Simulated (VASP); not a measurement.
# TaGaMo3 (P4/mmm) in VASP: single point with PBE

Aim: the single point of TaGaMo3 with PBE.

All numbers are computed with VASP 6.6.1; they aren't measurements. Logs are shortened: lines on timing, memory, paths and dates and some standing lists are left out, and cuts for length are marked.

## 1. The cell of the first run

It takes space group P4/mmm (No. 123, tetragonal). Conventional cell: a = 4.200 Å, b = 4.200 Å, c = 4.720 Å, α = 90.00°, β = 90.00°, γ = 90.00°. Within 2.8 Å of Ta (site symmetry 4/mmm) lie 6 Mo at 2.10 to 2.36 Å. Within 3.9 Å of Ga (site symmetry 4/mmm) lie 12 Mo at 2.97 to 3.16 Å and 8 Ta at 3.79 Å. Mo (site symmetry 4/mmm) has 2 Ta at 2.36 Å and 4 Ga at 2.97 Å and 8 Mo at 3.16 Å within 3.2 Å. Within 2.8 Å of Mo (site symmetry mmm) lie 2 Ta at 2.10 Å.

The cell was built from a structure type or drawn by symmetry, and may not be a known phase.

## 2. Single point, PBE

Input file INCAR:

```
ALGO = Normal
EDIFF = 1E-6
ENCUT = 500
GGA = PE
GGA_COMPAT = False
ISIF = 2
ISMEAR = 0
LASPH = True
LCHARG = True
LELF = True
LREAL = False
LVHAR = True
LWAVE = False
NBANDS = 42
NELM = 120
PREC = Accurate
SIGMA = 0.1
```

Input file KPOINTS:

```
k-points
0
Gamma
  4 4 4
```

Input file POSCAR:

```
TaGaMo3
1.0
    4.1999538400      0.0000000000      0.0000000000
    0.0000000000      4.1999538400      0.0000000000
    0.0000000000      0.0000000000      4.7201525700
Ta Ga Mo
1 1 3
Direct
    0.0000000000      0.0000000000      0.0000000000
    0.5000000000      0.5000000000      0.5000000000
    0.0000000000      0.0000000000      0.5000000000
    0.0000000000      0.5000000000      0.0000000000
    0.5000000000      0.0000000000      0.0000000000
```

Potentials or basis: VASP PAW PBE potentials, release 64 (Ta_sv_GW, Ga_d, Mo_sv).

Started as:

```console
cat potpaw_PBE.64/Ta_sv_GW/POTCAR potpaw_PBE.64/Ga_d/POTCAR potpaw_PBE.64/Mo_sv/POTCAR > POTCAR
mpirun -np 1 vasp_std > vasp.out
```

OUTCAR:

```text
EDIFF = 1E-6
   ENCUT = 500
   GGA = PE
   ISIF = 2
   ISMEAR = 0
   LASPH = True
   LREAL = False
   NELM = 120
   PREC = Accurate

 ion  position               nearest neighbor table
   1  0.000  0.000  0.000-   4 2.10   5 2.10   4 2.10   5 2.10   3 2.36   3 2.36
   2  0.500  0.500  0.500-   3 2.97   3 2.97   3 2.97   3 2.97   5 3.16   4 3.16   5 3.16   5 3.16
                             5 3.16   4 3.16   4 3.16   4 3.16
   3  0.000  0.000  0.500-   1 2.36   1 2.36   2 2.97   2 2.97   2 2.97   2 2.97   5 3.16   5 3.16
                             4 3.16   4 3.16   4 3.16   5 3.16   5 3.16   4 3.16
   4  0.000  0.500  0.000-   1 2.10   1 2.10   5 2.97   5 2.97   5 2.97   5 2.97   3 3.16   3 3.16
                             2 3.16   3 3.16   2 3.16   2 3.16   2 3.16   3 3.16
   5  0.500  0.000  0.000-   1 2.10   1 2.10   4 2.97   4 2.97   4 2.97   4 2.97   2 3.16   3 3.16
                             2 3.16   2 3.16   3 3.16   2 3.16   3 3.16   3 3.16

  LATTYP: Found a simple tetragonal cell.
 ALAT       =     4.1999538400
 C/A-ratio  =     1.1238582017

  Lattice vectors:

 A1 = (   4.1999538400,   0.0000000000,   0.0000000000)
 A2 = (   0.0000000000,   4.1999538400,   0.0000000000)
 A3 = (   0.0000000000,   0.0000000000,   4.7201525700)

Analysis of symmetry for initial positions (statically):
=====================================================================
 Subroutine PRICEL returns:
 Original cell was already a primitive cell.

 Routine SETGRP: Setting up the symmetry group for a
 simple tetragonal supercell.

 Subroutine GETGRP returns: Found 16 space group operations
 (whereof 16 operations were pure point group operations)
 out of a pool of 16 trial point group operations.

The static configuration has the point symmetry D_4h.

Analysis of symmetry for dynamics (positions and initial velocities):
=====================================================================
 Subroutine PRICEL returns:
 Original cell was already a primitive cell.

 Routine SETGRP: Setting up the symmetry group for a
 simple tetragonal supercell.

 Subroutine GETGRP returns: Found 16 space group operations
 (whereof 16 operations were pure point group operations)
 out of a pool of 16 trial point group operations.

The dynamic configuration has the point symmetry D_4h.

 Subroutine INISYM returns: Found 16 space group operations
 (whereof 16 operations are pure point group operations),
 and found     1 'primitive' translations

----------------------------------------------------------------------------------------

                                     Primitive cell

  volume of cell :      83.2617

[... 92 lines left out ...]
   NFREE  =      0    steps in history (QN), initial steepest desc. (CG)
   ISIF   =      2    stress and relaxation
   ISYM   =      2    0-nonsym 1-usesym 2-fastsym
   POTIM  = 0.5000    time-step for ionic-motion
   TEBEG  =    0.0;   TEEND  =   0.0 temperature during run
   PSTRESS=    0.0 pullay stress
   NELECT =      68.0000    total number of electrons
   NUPDOWN=      -1.0000    fix difference up-down
   EMIN   =  10.00;   EMAX   =-10.00  energy-range for DOS
   EFERMI =   0.00;   METHOD = LEGACY
   ISMEAR =     0;   SIGMA  =   0.10  broadening in eV -4-tet -1-fermi 0-gaus
   EFERMI_NEDOS =   21; number of points for ismear=-14 and -15
   IALGO  =     38    algorithm
   IMIX   =      4    mixing-type and parameters
     AMIX     =   0.40;   BMIX     =  1.00
     AMIX_MAG =   1.60;   BMIX_MAG =  1.00
  volume/ion in A,a.u.               =      16.65       112.38
  Fermi-wavevector in a.u.,A,eV,Ry     =   1.530251  2.891756 31.860345  2.341669
  Thomas-Fermi vector in A             =   2.637760
   LORBIT       =      0    0 simple, 1 ext, 2 COOP (PROOUT), +10 PAW based schemes
   GGA     = PE    functional components
   LHFCALC =     F    Hartree Fock is set to
   AEXX    =    0.0000 exact exchange contribution
   IVDW    =     0    specifies the selected vdW correction
   LEPSILON=     F    determine dielectric tensor
   LRPA    =     F    only Hartree local field effects (RPA)
 non-spin polarized calculation
 Gauss-broadening in eV      SIGMA  =   0.10
  energy-cutoff  :      500.00
  volume of cell :       83.26
 maximum number of plane-waves:      2128
 NGX is ok and might be reduce to    32
   NGX = 15   NGY = 15   NGZ = 17

 number of electron      67.9999997 magnetization

 Free energy of the ion-electron system (eV)
  ---------------------------------------------------
  ext. energy  EPLUGINS =         0.00000000
  ---------------------------------------------------
  free energy    TOTEN  =       -36.76465023 eV

  energy without entropy =      -36.73958013  energy(sigma->0) =      -36.75211518

 E-fermi :  10.4144     XC(G=0): -12.5672

 val. band max:       10.4075136392   @ k =   0.5000   0.0000   0.2500
 cond. band min:      10.4953929646   @ k =   0.0000   0.0000   0.5000
 fundamental gap:      0.0878793255
 Fermi energy:        10.4144007339

 k-point     1 :       0.0000    0.0000    0.0000
  band No.  band energies     occupation
      1     -56.9672      2.00000
      2     -50.4987      2.00000
      3     -50.4504      2.00000
      4     -50.3831      2.00000
      5     -28.2327      2.00000
      6     -28.2327      2.00000
[... 799 lines left out ...]
     41      11.9965      0.00000
     42      12.5256      0.00000

------------------------ aborting loop because EDIFF is reached ----------------------------------------

  FORCE on cell =-STRESS in cart. coord.  units (eV):
  Direction    XX          YY          ZZ          XY          YZ          ZX
  --------------------------------------------------------------------------------------
  -------------------------------------------------------------------------------------
  Total       37.5475525     37.5475525     12.6520457      0.0000000      0.0000000      0.0000000
  in kB      722.5154596    722.5154596    243.4592406      0.0000000      0.0000000      0.0000000
  external PRESSURE =     562.8300532 kB  Pullay stress =       0.0000000 kB

 VOLUME and BASIS-vectors are now :
 -----------------------------------------------------------------------------
  energy-cutoff  :      500.00
  volume of cell :       83.26
      direct lattice vectors                 reciprocal lattice vectors
     4.199953840  0.000000000  0.000000000     0.238097855  0.000000000  0.000000000
     0.000000000  4.199953840  0.000000000     0.000000000  0.238097855  0.000000000
     0.000000000  0.000000000  4.720152570     0.000000000  0.000000000  0.211857559

 POSITION                                       TOTAL-FORCE (eV/Angst)
 -----------------------------------------------------------------------------------
      0.00000      0.00000      0.00000         0.000000      0.000000      0.000000
      2.09998      2.09998      2.36008         0.000000      0.000000      0.000000
      0.00000      0.00000      2.36008         0.000000      0.000000      0.000000
      0.00000      2.09998      0.00000         0.000000      0.000000      0.000000
      2.09998      0.00000      0.00000         0.000000      0.000000      0.000000
 -----------------------------------------------------------------------------------
    total drift:                                0.000000      0.000000     -0.000000

  FREE ENERGIE OF THE ION-ELECTRON SYSTEM (eV)
  ---------------------------------------------------
  free  energy   TOTEN  =       -36.7646502344 eV

  energy  without entropy=      -36.7395801297  energy(sigma->0) =      -36.75211518
```

stdout:

```text
POSCAR found type information on POSCAR TaGaMo
 POSCAR found :  3 types and       5 ions
 scaLAPACK will be used
 LDA part: xc-table for (Slater+PW92), standard interpolation
 POSCAR, INCAR and KPOINTS ok, starting setup
 FFT: planning ... GRIDC
 FFT: planning ... GRID_SOFT
 FFT: planning ... GRID
 WAVECAR not read
 entering main loop
```

Wall time 81 s (1 thread of Intel Xeon Platinum 8488C (Sapphire Rapids), shared host); peak memory 0.22 GiB.

Results:

```
Free energy            : -36.7647 eV
Pressure               : 56.3 GPa
Band gap on the k mesh : zero (bands 34 and 35 overlap by 1.18 eV)
```

Caveat: the k points lie up to 0.37 Å⁻¹ apart, too coarse for converged energies and pressures of a metal; atoms lie so close that the PAW spheres overlap strongly, which falsifies energies and pressures; spin-orbit coupling is left out, which moves the levels of the heavy elements.
